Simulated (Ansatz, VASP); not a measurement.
# Mo in VASP and in Ansatz

```
CELL_PARAMETERS angstrom
-1.56998 1.56998 1.56998
1.56998 -1.56998 1.56998
1.56998 1.56998 -1.56998
ATOMIC_POSITIONS crystal
Mo 0.00000 0.00000 0.00000
```

Alike in both runs: task single point; functional PBE; k mesh 20 × 20 × 20; occupations gaussian, width 0.05 eV; no spin polarisation.

```csv
,VASP,Ansatz
version,VASP 6.6.1,Ansatz 0.2.0
potentials or method,"VASP PAW PBE potentials, release 64 (Mo_sv), cutoff 520 eV","scalar-relativistic, plane waves, PAW"
valence electrons in the cell,14,14
```

```csv
,VASP,Ansatz,Ansatz less VASP
gap on the k mesh at the Fermi level (eV),none,none,-
pressure (GPa),6.0,5.5,-0.53
```

A gap of «none» marks a metal or a gap that the smearing closes.
